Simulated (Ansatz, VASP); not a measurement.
## W in VASP and in Ansatz

INCAR

```
PREC = Accurate ; ENCUT = 520
EDIFF = 1E-6 ; ISMEAR = 0
SIGMA = 0.15 ; LREAL = F
LASPH = T ; NELM = 100
ALGO = Fast ; ISIF = 2
LWAVE = F ; LCHARG = T
GGA = PS ; LELF = T
LVHAR = T ; NBANDS = 13
```

The input KPOINTS:

```
Automatic mesh
0
Gamma
  20 20 20
```

File POSCAR:

```
W
1.0
   -1.5973000000      1.5973000000      1.6372325000
    1.5973000000     -1.5973000000      1.6372325000
    1.5973000000      1.5973000000     -1.6372325000
W
1
Direct
    0.0000000000      0.0000000000      0.0000000000
```

Input for Ansatz:

```yaml
crystal:
  lattice:
    - [-1.5973, 1.5973, 1.6372325]
    - [1.5973, -1.5973, 1.6372325]
    - [1.5973, 1.5973, -1.6372325]
  atoms:
    - { symbol: W, position: [0.0, 0.0, 0.0] }
basis:
  ecutwfc: 420
kpoints:
  mp_grid: { grid: [20, 20, 20] }
hamiltonian:
  xc: pbesol
scf:
  occupations: { method: gaussian, width: 0.15 }
output:
  forces: true
  stress: true
  eigenvalues: true
```

Change from the starting cell: strain +0.000 along x and y, +0.025 along z, atoms carried along.

Alike in both runs: task single point; functional PBEsol; k mesh 20 × 20 × 20; occupations gaussian, width 0.15 eV; no spin polarisation.

|  | VASP | Ansatz |
| --- | --- | --- |
| version | VASP 6.6.1 | Ansatz 0.2.0 |
| potentials or method | VASP PAW PBE potentials, release 64 (W_sv), cutoff 520 eV | scalar-relativistic, plane waves, PAW |
| valence electrons in the cell | 14 | 14 |

```tsv
	VASP	Ansatz	Ansatz less VASP
gap on the k mesh at the Fermi level (eV)	none	none	-
pressure (GPa)	-17.4	-17.8	-0.41
traceless stress, the component that is largest in VASP (GPa)	-4.95	-4.95	-0.001
```

VASP's potentials were made for PBE, not for PBEsol. A gap of «none» marks a metal or a gap that the smearing closes. With one functional, cell and mesh, what is left measures potentials, basis and numerics.

Neither program's run includes spin-orbit coupling.
